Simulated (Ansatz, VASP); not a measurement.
Pd in VASP and in Ansatz

```
Pd
1.0
     0.00000    1.94490    2.10049
     1.94490    0.00000    2.10049
     1.94490    1.94490    0.00000
Pd
1
Direct
  0.00000 0.00000 0.00000
```

Change from the starting cell: strain +0.000 along x and y, +0.080 along z, atoms carried along.

Alike in both runs: task single point; functional PBEsol; k mesh 20 × 20 × 20; occupations gaussian, width 0.15 eV; no spin polarisation.

```csv
,VASP,Ansatz
version,VASP 6.6.1,Ansatz 0.2.0
potentials or method,"VASP PAW PBE potentials, release 64 (Pd), cutoff 520 eV","scalar-relativistic, plane waves, PAW"
valence electrons in the cell,10,18
```

Ansatz gave:

* gap on the k mesh at the Fermi level (eV): none
* pressure (GPa): -13.7
* traceless stress, the component that is largest in VASP (GPa): -2.71

Task: Estimate VASP's values.

Result: gap on the k mesh at the Fermi level (eV): none; pressure (GPa): -13.9; traceless stress, the component that is largest in VASP (GPa): -2.68.

VASP's potentials were made for PBE, not for PBEsol. A gap of «none» marks a metal or a gap that the smearing closes. VASP's potentials hold 10 valence electrons a cell and Ansatz's 18, so a difference there can come from the potentials and not from the codes.
